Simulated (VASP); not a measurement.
# YCu6ClO8 (Fm-3m) in VASP: notebook

YCu6ClO8 is run at these levels: PBE, PBEsol; tasks: electric field gradients.

Everything below comes from runs of VASP 6.6.1. Logs are shortened: lines on timing, memory, paths and dates and some standing lists are left out, and cuts for length are marked.

### Step 1. The cell of the first run

Symmetry: Fm-3m, No. 225, cubic system. Conventional cell: a = 9.293 Å, b = 9.293 Å, c = 9.293 Å, α = 90.00°, β = 90.00°, γ = 90.00°. Y (site symmetry m-3m) has 8 O at 2.33 Å within 3.1 Å. Within 2.6 Å of Cu (site symmetry mmm) lie 4 O at 1.93 Å. Cl (site symmetry m-3m) has 12 Cu at 3.29 Å and 24 O at 3.81 Å within 4.3 Å. O (site symmetry 3m) has 3 Cu at 1.93 Å and 1 Y at 2.33 Å and 6 O at 2.69 to 2.77 Å within 2.8 Å.

### Step 2. Electric field gradients, PBE

INCAR reads:

```
PREC = Accurate
ENCUT = 520
EDIFF = 1E-8
ISMEAR = -1
SIGMA = 0.05
LREAL = Auto
LASPH = True
NELM = 100
ALGO = Normal
ISIF = 2
LWAVE = False
LCHARG = False
GGA = PE
LEFG = True
NBANDS = 80
```

KPOINTS reads:

```
Automatic mesh
0
Gamma
  6 6 6
```

POSCAR reads:

```
YCu6ClO8
1.0
    0.0000000000      4.6462890000      4.6462890000
    4.6462890000      0.0000000000      4.6462890000
    4.6462890000      4.6462890000      0.0000000000
Y Cu Cl O
1 6 1 8
Direct
    0.0000000000      0.0000000000      0.0000000000
    0.0000000000      0.0000000000      0.5000000000
    0.5000000000      0.0000000000      0.5000000000
    0.0000000000      0.5000000000      0.5000000000
    0.5000000000      0.5000000000      0.0000000000
    0.0000000000      0.5000000000      0.0000000000
    0.5000000000      0.0000000000      0.0000000000
    0.5000000000      0.5000000000      0.5000000000
    0.8555030000      0.8555030000      0.4334910000
    0.8555030000      0.4334910000      0.8555030000
    0.4334910000      0.8555030000      0.8555030000
    0.8555030000      0.8555030000      0.8555030000
    0.1444970000      0.1444970000      0.5665090000
    0.1444970000      0.5665090000      0.1444970000
    0.5665090000      0.1444970000      0.1444970000
    0.1444970000      0.1444970000      0.1444970000
```

Potentials or basis: VASP PAW PBE potentials, release 64 (Y_sv, Cu, Cl, O).

Launch:

```console
cat potpaw_PBE.64/Y_sv/POTCAR potpaw_PBE.64/Cu/POTCAR potpaw_PBE.64/Cl/POTCAR potpaw_PBE.64/O/POTCAR > POTCAR
mpirun -np 1 vasp_std > vasp.out
```

OUTCAR:

```text
PREC = Accurate
   ENCUT = 520
   EDIFF = 1E-8
   ISMEAR = -1
   LREAL = Auto
   LASPH = True
   NELM = 100
   ISIF = 2
   GGA = PE

 ion  position               nearest neighbor table
   1  0.000  0.000  0.000-   9 2.33  10 2.33  11 2.33  13 2.33  14 2.33  15 2.33  12 2.33  16 2.33
                             7 3.29   2 3.29   6 3.29   2 3.29   3 3.29   4 3.29   4 3.29   5 3.29
   2  0.000  0.000  0.500-  12 1.93  16 1.93  13 1.93   9 1.93   1 3.29   1 3.29
   3  0.500  0.000  0.500-   9 1.93  11 1.93  13 1.93  15 1.93   1 3.29   1 3.29
   4  0.000  0.500  0.500-   9 1.93  10 1.93  13 1.93  14 1.93   1 3.29   1 3.29
   5  0.500  0.500  0.000-  10 1.93  11 1.93  14 1.93  15 1.93   1 3.29   1 3.29
   6  0.000  0.500  0.000-  12 1.93  16 1.93  14 1.93  10 1.93   1 3.29   1 3.29
   7  0.500  0.000  0.000-  12 1.93  16 1.93  15 1.93  11 1.93   1 3.29   1 3.29
   8  0.500  0.500  0.500-
   9  0.856  0.856  0.433-   3 1.93   4 1.93   2 1.93   1 2.33
  10  0.856  0.433  0.856-   4 1.93   5 1.93   6 1.93   1 2.33
  11  0.433  0.856  0.856-   3 1.93   5 1.93   7 1.93   1 2.33
  12  0.856  0.856  0.856-   2 1.93   6 1.93   7 1.93   1 2.33
  13  0.144  0.144  0.567-   3 1.93   4 1.93   2 1.93   1 2.33
  14  0.144  0.567  0.144-   4 1.93   5 1.93   6 1.93   1 2.33
  15  0.567  0.144  0.144-   3 1.93   5 1.93   7 1.93   1 2.33
  16  0.144  0.144  0.144-   2 1.93   6 1.93   7 1.93   1 2.33

  LATTYP: Found a face centered cubic cell.
 ALAT       =     9.2925780000

  Lattice vectors:

 A1 = (   0.0000000000,   4.6462890000,   4.6462890000)
 A2 = (   4.6462890000,   0.0000000000,   4.6462890000)
 A3 = (   4.6462890000,   4.6462890000,   0.0000000000)

Analysis of symmetry for initial positions (statically):
=====================================================================
 Subroutine PRICEL returns:
 Original cell was already a primitive cell.

 Routine SETGRP: Setting up the symmetry group for a
 face centered cubic supercell.

 Subroutine GETGRP returns: Found 48 space group operations
 (whereof 48 operations were pure point group operations)
 out of a pool of 48 trial point group operations.

The static configuration has the point symmetry O_h .

Analysis of symmetry for dynamics (positions and initial velocities):
=====================================================================
 Subroutine PRICEL returns:
 Original cell was already a primitive cell.

 Routine SETGRP: Setting up the symmetry group for a
 face centered cubic supercell.

 Subroutine GETGRP returns: Found 48 space group operations
 (whereof 48 operations were pure point group operations)
 out of a pool of 48 trial point group operations.

The dynamic configuration has the point symmetry O_h .

 Subroutine INISYM returns: Found 48 space group operations
 (whereof 48 operations are pure point group operations),
 and found     1 'primitive' translations

----------------------------------------------------------------------------------------

                                     Primitive cell

  volume of cell :     200.6082

  direct lattice vectors                    reciprocal lattice vectors
     0.000000000  4.646289000  4.646289000    -0.107612764  0.107612764  0.107612764
     4.646289000  0.000000000  4.646289000     0.107612764 -0.107612764  0.107612764
     4.646289000  4.646289000  0.000000000     0.107612764  0.107612764 -0.107612764

  length of vectors
     6.570844919  6.570844919  6.570844919     0.186390774  0.186390774  0.186390774

  position of ions in fractional coordinates (direct lattice)
     0.000000000  0.000000000  0.000000000
     0.000000000  0.000000000  0.500000000
     0.500000000  0.000000000  0.500000000
     0.000000000  0.500000000  0.500000000
     0.500000000  0.500000000  0.000000000
     0.000000000  0.500000000  0.000000000
[... 8 lines left out ...]
     0.566509000  0.144497000  0.144497000
     0.144497000  0.144497000  0.144497000

  ion indices of the primitive-cell ions
   primitive index   ion index
[... 85 lines left out ...]
   ISIF   =      2    stress and relaxation
   ISYM   =      2    0-nonsym 1-usesym 2-fastsym
   POTIM  = 0.5000    time-step for ionic-motion
   TEBEG  =    0.0;   TEEND  =   0.0 temperature during run
   PSTRESS=    0.0 pullay stress
   NELECT =     132.0000    total number of electrons
   NUPDOWN=      -1.0000    fix difference up-down
   EMIN   =  10.00;   EMAX   =-10.00  energy-range for DOS
   EFERMI =   0.00;   METHOD = LEGACY
   ISMEAR =    -1;   SIGMA  =   0.05  broadening in eV -4-tet -1-fermi 0-gaus
   EFERMI_NEDOS =   21; number of points for ismear=-14 and -15
   IALGO  =     38    algorithm
   IMIX   =      4    mixing-type and parameters
     AMIX     =   0.40;   BMIX     =  1.00
     AMIX_MAG =   1.60;   BMIX_MAG =  1.00
  volume/ion in A,a.u.               =      12.54        84.61
  Fermi-wavevector in a.u.,A,eV,Ry     =   1.423912  2.690804 27.586171  2.027526
  Thomas-Fermi vector in A             =   2.544459
   LORBIT       =      0    0 simple, 1 ext, 2 COOP (PROOUT), +10 PAW based schemes
   GGA     = PE    functional components
   LHFCALC =     F    Hartree Fock is set to
   AEXX    =    0.0000 exact exchange contribution
   IVDW    =     0    specifies the selected vdW correction
   LEPSILON=     F    determine dielectric tensor
   LRPA    =     F    only Hartree local field effects (RPA)
 non-spin polarized calculation
  energy-cutoff  :      520.00
  volume of cell :      200.61
 maximum number of plane-waves:      5434
 NGX is ok and might be reduce to    50
   NGX = 25   NGY = 25   NGZ = 25

 number of electron     131.9999973 magnetization

 Free energy of the ion-electron system (eV)
  ---------------------------------------------------
  ext. energy  EPLUGINS =         0.00000000
  ---------------------------------------------------
  free energy    TOTEN  =       -87.71338637 eV

  energy without entropy =      -87.62933896  energy(sigma->0) =      -87.67136266

 E-fermi :   3.4994     XC(G=0): -10.7191

 val. band max:        3.4831362934   @ k =   0.5000   0.1667   0.0000
 cond. band min:       3.5391345901   @ k =  -0.3333   0.3333   0.1667
 fundamental gap:      0.0559982968
 Fermi energy:         3.4994463791

 k-point     1 :       0.0000    0.0000    0.0000
  band No.  band energies     occupation
      1     -37.0734      2.00000
      2     -17.6175      2.00000
      3     -17.6175      2.00000
      4     -17.6175      2.00000
      5     -15.4922      2.00000
      6     -14.4901      2.00000
[... 1285 lines left out ...]
     77      10.4285      0.00000
     78      10.6178      0.00000
 [bands above 78 left out]

------------------------ aborting loop because EDIFF is reached ----------------------------------------

  FORCE on cell =-STRESS in cart. coord.  units (eV):
  Direction    XX          YY          ZZ          XY          YZ          ZX
  --------------------------------------------------------------------------------------
  -------------------------------------------------------------------------------------
  Total        0.1416293      0.1416293      0.1416293     -0.0000000      0.0000000     -0.0000000
  in kB        1.1311362      1.1311362      1.1311362     -0.0000000      0.0000000     -0.0000000
  external PRESSURE =       1.1311362 kB  Pullay stress =       0.0000000 kB

 VOLUME and BASIS-vectors are now :
 -----------------------------------------------------------------------------
  energy-cutoff  :      520.00
  volume of cell :      200.61
      direct lattice vectors                 reciprocal lattice vectors
     0.000000000  4.646289000  4.646289000    -0.107612764  0.107612764  0.107612764
     4.646289000  0.000000000  4.646289000     0.107612764 -0.107612764  0.107612764
     4.646289000  4.646289000  0.000000000     0.107612764  0.107612764 -0.107612764

 POSITION                                       TOTAL-FORCE (eV/Angst)
 -----------------------------------------------------------------------------------
      0.00000      0.00000      0.00000        -0.000000     -0.000000     -0.000000
      2.32314      2.32314      0.00000        -0.000000     -0.000000     -0.000000
      2.32314      4.64629      2.32314        -0.000000     -0.000000     -0.000000
      4.64629      2.32314      2.32314        -0.000000     -0.000000     -0.000000
      2.32314      2.32314      4.64629        -0.000000     -0.000000     -0.000000
      2.32314      0.00000      2.32314        -0.000000     -0.000000     -0.000000
[... 8 lines left out ...]
      1.34275      3.30354      3.30354        -0.053176      0.053176      0.053176
      1.34275      1.34275      1.34275        -0.053176     -0.053176     -0.053176
 -----------------------------------------------------------------------------------
    total drift:                                0.000000     -0.000000      0.000000

  FREE ENERGIE OF THE ION-ELECTRON SYSTEM (eV)
  ---------------------------------------------------
  free  energy   TOTEN  =       -87.7133863666 eV

  energy  without entropy=      -87.6293389596  energy(sigma->0) =      -87.67136266

 Electric field gradients (V/A^2)
---------------------------------------------------------------------
 ion       V_xx      V_yy      V_zz      V_xy      V_xz      V_yz
---------------------------------------------------------------------
   1      -0.000    -0.000    -0.000    -0.002    -0.002    -0.002
   2     -15.027   -15.027    30.053    42.926     0.002     0.002
   3     -15.027    30.053   -15.027     0.002   -42.918     0.002
   4      30.053   -15.027   -15.027     0.002     0.002   -42.918
   5     -15.027   -15.027    30.053   -42.918     0.002     0.002
   6     -15.027    30.053   -15.027     0.002    42.926     0.002
[... 8 lines left out ...]
  15      -0.001     0.000     0.000    64.436    64.436   -64.432
  16      -0.000     0.000     0.000   -64.431   -64.431   -64.431
---------------------------------------------------------------------

 Electric field gradients after diagonalization (V/A^2)
 (convention: |V_zz| > |V_xx| > |V_yy|)
----------------------------------------------------------------------
 ion       V_xx      V_yy      V_zz     asymmetry (V_yy - V_xx)/ V_zz
----------------------------------------------------------------------
   1       0.002     0.002    -0.004       0.000
   2      30.053    27.899   -57.952       0.037
   3      30.053    27.891   -57.944       0.037
   4      30.053    27.891   -57.944       0.037
   5      30.053    27.891   -57.944       0.037
   6      30.053    27.899   -57.952       0.037
[... 8 lines left out ...]
  15      64.436    64.433  -128.869       0.000
  16      64.431    64.431  -128.863       0.000
----------------------------------------------------------------------

           NMR quadrupolar parameters

 Cq : quadrupolar parameter    Cq=e*Q*V_zz/h
 eta: asymmetry parameters     (V_yy - V_xx)/ V_zz
 Q  : nuclear electric quadrupole moment in mb (millibarn)
----------------------------------------------------------------------
 ion       Cq(MHz)       eta       Q (mb)
----------------------------------------------------------------------
   1      -0.000       0.000       1.000
   2      -0.140       0.037       1.000
   3      -0.140       0.037       1.000
   4      -0.140       0.037       1.000
   5      -0.140       0.037       1.000
   6      -0.140       0.037       1.000
[... 8 lines left out ...]
  15      -0.312       0.000       1.000
  16      -0.312       0.000       1.000
----------------------------------------------------------------------
```

It took 15 min on 1 thread of AMD EPYC 7R43 (Zen 3), shared host; peak memory 0.4 GiB.

What came out:

| Property | Result |
| --- | --- |
| Free energy | -87.7134 eV |
| Pressure | 0.1 GPa |
| Largest force | 0.092 eV/Å |
| Band gap on the k mesh | zero (bands 66 and 67 overlap by 0.50 eV) |
| Largest electric field gradient by atom | Y -0.0; Cu -58.0, -57.9 (each value once); Cl -0.0; O -128.9 V/Å² |

Forces on the atoms (eV/Å):
```
Y    0.000  0.000  0.000
Cu   0.000  0.000  0.000
Cu   0.000  0.000  0.000
Cu   0.000  0.000  0.000
Cu   0.000  0.000  0.000
Cu   0.000  0.000  0.000
Cu   0.000  0.000  0.000
Cl   0.000  0.000  0.000
O   -0.053 -0.053  0.053
O   -0.053  0.053 -0.053
O    0.053 -0.053 -0.053
O    0.053  0.053  0.053
O    0.053  0.053 -0.053
O    0.053 -0.053  0.053
O   -0.053  0.053  0.053
O   -0.053 -0.053 -0.053
```

Electric field gradients, principal values (V/Å²):
```
atom   least  middle  greatest (by size)
 1 Y   0.002   0.002              -0.004
2 Cu  27.899  30.053             -57.952
3 Cu  27.891  30.053             -57.944
4 Cu  27.891  30.053             -57.944
5 Cu  27.891  30.053             -57.944
6 Cu  27.899  30.053             -57.952
7 Cu  27.899  30.053             -57.952
8 Cl   0.002   0.002              -0.005
 9 O  64.433  64.436            -128.869
10 O  64.433  64.436            -128.869
11 O  64.433  64.436            -128.869
12 O  64.431  64.431            -128.863
13 O  64.433  64.436            -128.869
14 O  64.433  64.436            -128.869
15 O  64.433  64.436            -128.869
16 O  64.431  64.431            -128.863
```

Caveat: without QUAD_EFG the Cq values of the log hold for a quadrupole moment of 1 mb, not for the nuclei; semilocal functionals often make such compounds metallic where correlation or magnetic order opens a gap, which also shifts bond lengths. With open d or f shells a metallic result of PBE can be an artefact of self-interaction; +U or a hybrid may open a gap.

[end of part 1 of 2]
